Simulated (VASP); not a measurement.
Set up this calculation in VASP 6.6.1, as the native input.

* Task: single point
* Functional: PBEsol
* Potentials or basis: VASP PAW PBE potentials, release 64 (Cl)
* Cutoff: 520 eV
* k mesh: 15 × 15 × 15
* Occupations: fermi-dirac, width 0.08 eV
* Spin: no spin polarisation
* Dipole correction: no
* Further INCAR settings: ALGO = Normal; EDIFF = 1e-06; NBANDS = 10

The structure of Cl lies in POSCAR:

```
Cl
1.0
   -1.5556038388      1.5556038388      1.5556038388
    1.5556038388     -1.5556038388      1.5556038388
    1.5556038388      1.5556038388     -1.5556038388
Cl
1
Direct
    0.0000000000      0.0000000000      0.0000000000
```

This cell differs from its parent crystal: volume scaled by 0.78.

One way to write it, as run:

INCAR

```
SYSTEM = Cl
PREC = Accurate ; ENCUT = 520
EDIFF = 1E-6 ; ISMEAR = -1
SIGMA = 0.08 ; LREAL = .False.
LASPH = .True. ; NELM = 100
ALGO = Normal ; ISIF = 2
LWAVE = .False. ; LCHARG = .False.
GGA = PS ; NBANDS = 10
```

KPOINTS

```
regular mesh
0
Gamma
  15 15 15
  0 0 0
```

Potentials or basis: VASP PAW PBE potentials, release 64 (Cl).

Command:

```sh
$ cat potpaw_PBE.64/Cl/POTCAR > POTCAR
$ mpirun -np 1 vasp_std > vasp.out
```

Results of the run:

```
Pressure : 20.6 GPa
```

Caveat: the PAW data sets were made with another functional, which shifts forces and pressure a little; an odd number of electrons without spin polarisation forces a metal; a magnetic or distorted state may lie lower.

It took 17 s on 1 thread of AMD EPYC 7R13, with other jobs on the host, peak memory 0.1 GiB.
